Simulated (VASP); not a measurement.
# Al8N7 (a cell with a defect) in VASP: further runs, part 2 of 3

VASP 6.6.1. The steps go on from the part before.

## 3. Single point, LDA (atom 9 moved 0.500 of the way to it and -0.500 Å across, host rigid)

INCAR reads:

```
  PREC = Accurate
  ENCUT = 520
  EDIFF = 1E-7
  ISMEAR = 0
  SIGMA = 0.05
  LREAL = Auto
  LASPH = T
  NELM = 80
  ALGO = Normal
  ISIF = 2
  LWAVE = F
  LCHARG = T
  GGA = CA
  LELF = T
  LVHAR = T
  NBANDS = 42
  NELECT = 56.0
```

KPOINTS reads:

```
regular mesh
0
Gamma
  4 4 4
```

POSCAR reads:

```
Al8N7
1.0
   -4.0109247379      4.0109247379      0.0000000000
   -4.0109247379      0.0000000000      4.0109247379
    0.0000000000      4.0109247379      4.0109247379
Al N
8 7
Direct
    0.7500000000      0.7500000000      0.7500000000
    0.2500000000      0.7500000000      0.7500000000
    0.7500000000      0.2500000000      0.7500000000
    0.7500000000      0.7500000000      0.2500000000
    0.2500000000      0.2500000000      0.7500000000
    0.2500000000      0.7500000000      0.2500000000
    0.7500000000      0.2500000000      0.2500000000
    0.2500000000      0.2500000000      0.2500000000
    0.3123297659      0.9376702341      0.4376702341
    1.0000000000      0.5000000000      0.5000000000
    1.0000000000      1.0000000000      0.0000000000
    0.5000000000      0.5000000000      0.5000000000
    0.5000000000      1.0000000000      0.0000000000
    1.0000000000      0.5000000000      0.0000000000
    0.5000000000      0.5000000000      0.0000000000
```

Potentials or basis: VASP PAW LDA potentials, release 64 (Al, N).

Launch:

```bash
cat potpaw_LDA.64/Al/POTCAR potpaw_LDA.64/N/POTCAR > POTCAR
mpirun -np 1 vasp_std > vasp.out
```

It took 7.3 min on 1 thread of Intel Xeon Platinum 8488C (Sapphire Rapids), shared host; peak memory 0.23 GiB.

Results (log left out):

- Free energy: -138.7778 eV
- Largest force: 16.394 eV/Å

Forces on the atoms (eV/Å):
```
Al    2.877   2.877   0.144
Al   11.174  11.174   4.364
Al    0.075  -0.075   2.813
Al    0.213  -0.213  -2.628
Al   -0.075   0.075   2.813
Al   -0.213   0.213  -2.628
Al   -2.877  -2.877   0.144
Al  -11.174 -11.174   4.364
N     0.000   0.000  -3.012
N    -0.339  -0.339   0.733
N     0.339   0.339   0.733
N     1.749   1.749  -3.864
N    -1.749  -1.749  -3.864
N    -0.006   0.006  -0.056
N     0.006  -0.006  -0.056
```

Levels at points of the mesh, in eV from the Fermi level:
| k point | band 26 | band 27 | band 28 | band 29 | band 30 | band 31 |
| --- | --- | --- | --- | --- | --- | --- |
| (0.00, 0.00, 0.00) | -0.58 | -0.56 | -0.10 | -0.10 | 2.10 | 5.02 |
| (0.50, 0.00, 0.00) | -1.01 | -0.92 | -0.61 | 0.91 | 1.35 | 3.44 |
| (0.00, 0.50, 0.00) | -0.42 | -0.30 | -0.26 | 0.09 | 1.79 | 3.62 |
| (0.50, 0.50, 0.00) | -1.15 | -1.04 | 0.08 | 1.00 | 1.80 | 3.13 |
| (0.00, 0.50, 0.50) | -1.31 | -0.81 | -0.63 | -0.04 | 1.21 | 4.26 |

Caveat: the cell carries a net charge on a neutralising background, which shifts energy and pressure; the cell differs from its parent crystal (atom 9 moved 0.500 of the way to it and -0.500 Å across, host rigid); the cell is charged against a uniform background, so pressure and absolute levels hang on convention.

## 4. Single point, LDA (atom 9 moved 0.500 of the way to it and -0.375 Å across, host rigid)

INCAR reads:

```
SYSTEM = Al8N7
PREC = Accurate
ENCUT = 520
EDIFF = 1E-6
ISMEAR = 0
SIGMA = 0.05
LREAL = Auto
LASPH = .TRUE.
NELM = 80
ALGO = Normal
ISIF = 2
LWAVE = .FALSE.
LCHARG = .FALSE.
GGA = CA
NELECT = 56.0
NBANDS = 42
```

KPOINTS reads:

```
regular mesh
0
G
  4 4 4
  0 0 0
```

POSCAR: that of step 3 with these lines changed.

```diff
@@ -16,3 +16,3 @@
     0.2500000000      0.2500000000      0.2500000000
-    0.3123297659      0.9376702341      0.4376702341
+    0.2967473244      0.9532526756      0.4532526756
     1.0000000000      0.5000000000      0.5000000000
```

Potentials or basis: VASP PAW LDA potentials, release 64 (Al, N).

Launch:

```bash
cat potpaw_LDA.64/Al/POTCAR potpaw_LDA.64/N/POTCAR > POTCAR
mpirun -np 1 vasp_std > vasp.out
```

OUTCAR:

```text
SYSTEM = Al8N7
   PREC = Accurate
   ENCUT = 520
   EDIFF = 1E-6
   ISMEAR = 0
   LREAL = Auto
   LASPH = .TRUE.
   NELM = 80
   ISIF = 2
   GGA = CA
   NELECT = 56.0

 ion  position               nearest neighbor table
   1  0.750  0.750  0.750-  10 2.01  13 2.01  14 2.01  15 2.01   3 2.84   4 2.84   2 2.84   4 2.84
                             6 2.84   7 2.84   3 2.84   5 2.84   7 2.84   2 2.84   5 2.84   6 2.84
   2  0.250  0.750  0.750-   9 1.47  11 2.01  12 2.01  14 2.01  15 2.01   6 2.84   1 2.84   5 2.84
                             4 2.84   6 2.84   8 2.84   3 2.84   5 2.84   8 2.84   1 2.84   3 2.84
   3  0.750  0.250  0.750-  10 2.01  11 2.01  12 2.01  13 2.01  15 2.01   7 2.84   1 2.84   5 2.84
                             4 2.84   7 2.84   8 2.84   1 2.84   2 2.84   4 2.84   2 2.84   5 2.84
   4  0.750  0.750  0.250-  10 2.01  11 2.01  12 2.01  13 2.01  14 2.01   9 2.16   1 2.84   6 2.84
                             7 2.84   1 2.84   2 2.84   3 2.84   3 2.84   7 2.84   8 2.84   2 2.84
   5  0.250  0.250  0.750-  10 2.01  11 2.01  12 2.01  13 2.01  14 2.01   8 2.84   2 2.84   3 2.84
                             6 2.84   7 2.84   8 2.84   1 2.84   2 2.84   6 2.84   1 2.84   3 2.84
   6  0.250  0.750  0.250-  10 2.01  11 2.01  12 2.01  13 2.01  15 2.01   9 2.16   2 2.84   4 2.84
                             8 2.84   1 2.84   2 2.84   5 2.84   5 2.84   7 2.84   8 2.84   1 2.84
   7  0.750  0.250  0.250-  11 2.01  12 2.01  14 2.01  15 2.01   4 2.84   8 2.84   3 2.84   1 2.84
                             3 2.84   5 2.84   1 2.84   4 2.84   6 2.84   5 2.84   6 2.84   8 2.84
   8  0.250  0.250  0.250-   9 1.47  10 2.01  13 2.01  14 2.01  15 2.01   7 2.84   5 2.84   6 2.84
                             2 2.84   3 2.84   5 2.84   2 2.84   4 2.84   6 2.84   3 2.84   4 2.84
   9  0.297  0.953  0.453-   2 1.47   8 1.47   6 2.16   4 2.16
  10  0.000  0.500  0.500-   1 2.01   3 2.01   4 2.01   5 2.01   6 2.01   8 2.01
  11  0.000  0.000  0.000-   2 2.01   3 2.01   4 2.01   5 2.01   6 2.01   7 2.01
  12  0.500  0.500  0.500-   2 2.01   3 2.01   4 2.01   5 2.01   6 2.01   7 2.01
  13  0.500  0.000  0.000-   1 2.01   3 2.01   4 2.01   5 2.01   6 2.01   8 2.01
  14  0.000  0.500  0.000-   1 2.01   2 2.01   4 2.01   5 2.01   7 2.01   8 2.01
  15  0.500  0.500  0.000-   1 2.01   2 2.01   3 2.01   6 2.01   7 2.01   8 2.01

  LATTYP: Found a face centered cubic cell.
 ALAT       =     8.0218494758

  Lattice vectors:

 A1 = (  -4.0109247379,   4.0109247379,   0.0000000000)
 A2 = (  -4.0109247379,   0.0000000000,   4.0109247379)
 A3 = (   0.0000000000,   4.0109247379,   4.0109247379)

Analysis of symmetry for initial positions (statically):
=====================================================================
 Subroutine PRICEL returns:
 Original cell was already a primitive cell.

 Routine SETGRP: Setting up the symmetry group for a
 face centered cubic supercell.

 Subroutine GETGRP returns: Found  4 space group operations
 (whereof  2 operations were pure point group operations)
 out of a pool of 48 trial point group operations.

The static configuration has the point symmetry C_1h.
 The point group associated with its full space group is C_2v.

Analysis of symmetry for dynamics (positions and initial velocities):
=====================================================================
 Subroutine PRICEL returns:
 Original cell was already a primitive cell.

 Routine SETGRP: Setting up the symmetry group for a
 face centered cubic supercell.

 Subroutine GETGRP returns: Found  4 space group operations
 (whereof  2 operations were pure point group operations)
 out of a pool of 48 trial point group operations.

[... 114 lines left out ...]
   ISPIN  =      1    spin polarized calculation?
   LNONCOLLINEAR =      F non collinear calculations
   LSORBIT =      F    spin-orbit coupling
   LASPH  =      T    aspherical Exc in radial PAW
   ENCUT  =  520.0 eV  38.22 Ry    6.18 a.u.  10.55 10.55 10.55*2*pi/ulx,y,z
   NELM   =     80;   NELMIN=  2; NELMDL= -5     # of ELM steps
   EDIFF  = 0.1E-05   stopping-criterion for ELM
   LREAL  =      T    real-space projection
   EDIFFG = 0.1E-04   stopping-criterion for IOM
   NSW    =      0    number of steps for IOM
   IBRION =     -1    ionic relax: 0-MD 1-quasi-New 2-CG
   NFREE  =      0    steps in history (QN), initial steepest desc. (CG)
   ISIF   =      2    stress and relaxation
   ISYM   =      2    0-nonsym 1-usesym 2-fastsym
   POTIM  = 0.5000    time-step for ionic-motion
   TEBEG  =    0.0;   TEEND  =   0.0 temperature during run
   PSTRESS=    0.0 pullay stress
   NELECT =      56.0000    total number of electrons
   NUPDOWN=      -1.0000    fix difference up-down
   EMIN   =  10.00;   EMAX   =-10.00  energy-range for DOS
   EFERMI =   0.00;   METHOD = LEGACY
   ISMEAR =     0;   SIGMA  =   0.05  broadening in eV -4-tet -1-fermi 0-gaus
   EFERMI_NEDOS =   21; number of points for ismear=-14 and -15
   IALGO  =     38    algorithm
   IMIX   =      4    mixing-type and parameters
     AMIX     =   0.40;   BMIX     =  1.00
     AMIX_MAG =   1.60;   BMIX_MAG =  1.00
  volume/ion in A,a.u.               =       8.60        58.06
  Fermi-wavevector in a.u.,A,eV,Ry     =   1.239414  2.342152 20.900543  1.536147
  Thomas-Fermi vector in A             =   2.373898
   LORBIT       =      0    0 simple, 1 ext, 2 COOP (PROOUT), +10 PAW based schemes
   GGA     = CA    functional components
   LHFCALC =     F    Hartree Fock is set to
   AEXX    =    0.0000 exact exchange contribution
   IVDW    =     0    specifies the selected vdW correction
   LEPSILON=     F    determine dielectric tensor
   LRPA    =     F    only Hartree local field effects (RPA)
 non-spin polarized calculation
 Gauss-broadening in eV      SIGMA  =   0.05
  energy-cutoff  :      520.00
  volume of cell :      129.05
 maximum number of plane-waves:      3511
   NGX = 21   NGY = 21   NGZ = 21

 number of electron      55.9999990 magnetization

 Free energy of the ion-electron system (eV)
  ---------------------------------------------------
  ext. energy  EPLUGINS =         0.00000000
  ---------------------------------------------------
  free energy    TOTEN  =      -138.32827793 eV

  energy without entropy =     -138.32431506  energy(sigma->0) =     -138.32629649

 E-fermi :   9.4884     XC(G=0): -12.1152

 val. band max:        9.4745870258   @ k =   0.0000  -0.2500   0.2500
 cond. band min:       9.5019336597   @ k =   0.0000   0.0000   0.0000
 fundamental gap:      0.0273466339
 Fermi energy:         9.4884345890

 k-point     1 :       0.0000    0.0000    0.0000
  band No.  band energies     occupation
      1      -7.8400      2.00000
      2      -5.3892      2.00000
      3      -4.6700      2.00000
      4      -4.3797      2.00000
      5      -3.7049      2.00000
      6      -3.5871      2.00000
[... 763 lines left out ...]
     39      18.7016      0.00000
     40      18.7055      0.00000
 [bands above 40 left out]

------------------------ aborting loop because EDIFF is reached ----------------------------------------

  FORCE on cell =-STRESS in cart. coord.  units (eV):
  Direction    XX          YY          ZZ          XY          YZ          ZX
  --------------------------------------------------------------------------------------
  -------------------------------------------------------------------------------------
  Total      -13.6004242    -13.6004242    -23.9813691     21.0788488      0.0000000      0.0000000
  in kB     -168.8493924   -168.8493924   -297.7289198    261.6941037      0.0000000      0.0000000
  external PRESSURE =    -211.8092348 kB  Pullay stress =       0.0000000 kB

 VOLUME and BASIS-vectors are now :
 -----------------------------------------------------------------------------
  energy-cutoff  :      520.00
  volume of cell :      129.05
      direct lattice vectors                 reciprocal lattice vectors
    -4.010924738  4.010924738  0.000000000    -0.124659532  0.124659532 -0.124659532
    -4.010924738  0.000000000  4.010924738    -0.124659532 -0.124659532  0.124659532
     0.000000000  4.010924738  4.010924738     0.124659532  0.124659532  0.124659532

 POSITION                                       TOTAL-FORCE (eV/Angst)
 -----------------------------------------------------------------------------------
     -6.01639      6.01639      6.01639         2.979587      2.979587      0.112249
     -4.01092      4.01092      6.01639        13.260215     13.260215      4.065931
     -4.01092      6.01639      4.01092         0.029741     -0.029741      2.710923
     -6.01639      4.01092      4.01092         0.448931     -0.448931     -2.416489
     -2.00546      4.01092      4.01092        -0.029741      0.029741      2.710923
     -4.01092      2.00546      4.01092        -0.448931      0.448931     -2.416489
     -4.01092      4.01092      2.00546        -2.979587     -2.979587      0.112249
     -2.00546      2.00546      2.00546       -13.260215    -13.260215      4.065931
     -5.01366      3.00819      5.64139         0.000000     -0.000000     -3.907793
     -2.00546      2.00546      4.01092        -0.459848     -0.459848      1.058334
      0.00000      0.00000      0.00000         0.459848      0.459848      1.058334
     -4.01092      4.01092      4.01092         1.515517      1.515517     -3.534879
     -2.00546      2.00546      0.00000        -1.515517     -1.515517     -3.534879
     -2.00546      0.00000      2.00546         0.010211     -0.010211     -0.042172
     -4.01092      2.00546      2.00546        -0.010211      0.010211     -0.042172
 -----------------------------------------------------------------------------------
    total drift:                                0.000000     -0.000000     -0.001342

  FREE ENERGIE OF THE ION-ELECTRON SYSTEM (eV)
  ---------------------------------------------------
  free  energy   TOTEN  =      -138.3282779309 eV

  energy  without entropy=     -138.3243150574  energy(sigma->0) =     -138.32629649
```

It took 6.4 min on 1 thread of Intel Xeon Platinum 8488C (Sapphire Rapids), shared host; peak memory 0.23 GiB.

What came out:

```yaml
Free_energy: -138.3283 eV
Largest_force: 19.188 eV/Å
```

Forces on the atoms (eV/Å):
```
Al    2.980   2.980   0.112
Al   13.260  13.260   4.066
Al    0.030  -0.030   2.711
Al    0.449  -0.449  -2.416
Al   -0.030   0.030   2.711
Al   -0.449   0.449  -2.416
Al   -2.980  -2.980   0.112
Al  -13.260 -13.260   4.066
N     0.000   0.000  -3.908
N    -0.460  -0.460   1.058
N     0.460   0.460   1.058
N     1.516   1.516  -3.535
N    -1.516  -1.516  -3.535
N     0.010  -0.010  -0.042
N    -0.010   0.010  -0.042
```

Levels at points of the mesh, in eV from the Fermi level:
| k point | band 24 | band 25 | band 26 | band 27 | band 28 | band 29 | band 30 | band 31 | band 32 | band 33 |
| --- | --- | --- | --- | --- | --- | --- | --- | --- | --- | --- |
| (0.00, 0.00, 0.00) | -1.11 | -0.80 | -0.53 | -0.43 | 0.01 | 0.04 | 2.41 | 5.17 | 5.53 | 5.74 |
| (0.50, 0.00, 0.00) | -1.41 | -1.13 | -0.90 | -0.81 | -0.70 | 1.00 | 1.47 | 3.76 | 5.34 | 5.69 |
| (0.00, 0.50, 0.00) | -1.61 | -1.36 | -0.43 | -0.23 | -0.20 | 0.03 | 2.05 | 3.75 | 3.93 | 5.51 |
| (0.50, 0.50, 0.00) | -1.06 | -1.05 | -1.02 | -0.96 | -0.02 | 1.02 | 1.92 | 3.28 | 4.04 | 5.14 |
| (0.00, 0.50, 0.50) | -1.59 | -1.46 | -1.15 | -0.73 | -0.70 | -0.03 | 1.50 | 4.26 | 4.56 | 5.10 |

Caveat: the cell carries a net charge on a neutralising background, which shifts energy and pressure; the cell differs from its parent crystal (atom 9 moved 0.500 of the way to it and -0.375 Å across, host rigid); the cell is charged against a uniform background, so pressure and absolute levels hang on convention.

[end of part 2 of 3]
